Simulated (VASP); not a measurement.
Wanted: the native input for a VASP 6.6.1 run.

```yaml
Task: single point
Functional: PBE-based screened hybrid
Potentials_or_basis: VASP PAW PBE potentials, release 64 (Ta_pv)
Cutoff: 520 eV
k_mesh: 6 × 6 × 6
Occupations: fermi-dirac, width 0.05 eV
Spin: no spin polarisation
Dipole_correction: no
Grid_for_exact_exchange_PRECFOCK: Normal
Share_of_exact_exchange: 0.25
Further_INCAR_settings: ALGO = Normal; EDIFF = 1e-07; NBANDS = 12
Screening_parameter: 0.3 1/Å
```

The system is Ta.

```
Ta
1.0
    -1.65128    1.65128    1.65128
     1.65128   -1.65128    1.65128
     1.65128    1.65128   -1.65128
Ta
1
Direct
  0.00000 0.00000 0.00000
```

The input as run:

POSCAR

```
Ta
1.0
   -1.6512800000      1.6512800000      1.6512800000
    1.6512800000     -1.6512800000      1.6512800000
    1.6512800000      1.6512800000     -1.6512800000
Ta
1
Direct
    0.0000000000      0.0000000000      0.0000000000
```

INCAR.step1

```
PREC = Accurate
ENCUT = 520
EDIFF = 1E-5
ISMEAR = -1
SIGMA = 0.05
LREAL = False
LASPH = True
NELM = 100
ALGO = Normal
ISIF = 2
LWAVE = True
LCHARG = False
GGA = PE
NBANDS = 12
```

INCAR.step2

```
PREC = Accurate
ENCUT = 520
EDIFF = 1E-7
ISMEAR = -1
SIGMA = 0.05
LREAL = False
LASPH = True
NELM = 100
ALGO = Normal
ISIF = 2
LWAVE = False
LCHARG = False
GGA = PE
LHFCALC = True
AEXX = 0.25
HFSCREEN = 0.3
PRECFOCK = Normal
ISTART = 1
NBANDS = 12
```

KPOINTS

```
regular mesh
0
Gamma
  6 6 6
```

Potentials or basis: VASP PAW PBE potentials, release 64 (Ta_pv).

Launch:

```console
$ cat potpaw_PBE.64/Ta_pv/POTCAR > POTCAR
$ cp INCAR.step1 INCAR
$ mpirun -np 1 vasp_std > vasp.out
$ cp INCAR.step2 INCAR
$ mpirun -np 1 vasp_std > vasp.out
```

It gave:

The pressure is 3.3 GPa.

Caveat: the k points lie up to 0.45 Å⁻¹ apart; the PAW data sets were made with another functional, which shifts forces and pressure a little.

Run time: 9.1 min on 1 thread of Intel(R) Xeon(R) Platinum 8175M CPU @ 2.50GHz (Skylake/Cascade Lake) (shared host), peak memory 0.25 GiB.
